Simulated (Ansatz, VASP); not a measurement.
**One calculation of BaTiO3, two programs**

```
Ba Ti O
1.0
     3.99410    0.00000    0.00000
     0.00000    3.99410    0.00000
     0.00000    0.00000    3.99410
Ba Ti O
1 1 3
Direct
  0.00000 0.00000 0.00000
  0.50000 0.50000 0.50000
  0.50000 0.50000 0.00000
  0.50000 0.00000 0.50000
  0.00000 0.50000 0.50000
```

Alike in both runs: task single point; functional r2SCAN; k mesh 6 × 6 × 6; no spin polarisation.

|  | VASP | Ansatz |
| --- | --- | --- |
| version | VASP 6.6.1 | Ansatz 0.2.0 |
| potentials or method | VASP PAW PBE potentials, release 64 (Ba_sv, Ti_sv, O_h) | plane waves, PAW |
| plane-wave cutoff (eV) | 1480 | 500 |
| occupations | gaussian, width 0.01 eV | fixed |
| valence electrons in the cell | 40 | 40 |

|  | VASP | Ansatz | Ansatz less VASP |
| --- | --- | --- | --- |
| gap on the k mesh at the Fermi level (eV) | 2.16 | 2.17 | +0.015 |
| pressure (GPa) | 1.7 | 0.0 | -1.71 |

VASP's potentials were made for PBE, not for r2SCAN.

Spin-orbit coupling is off throughout.
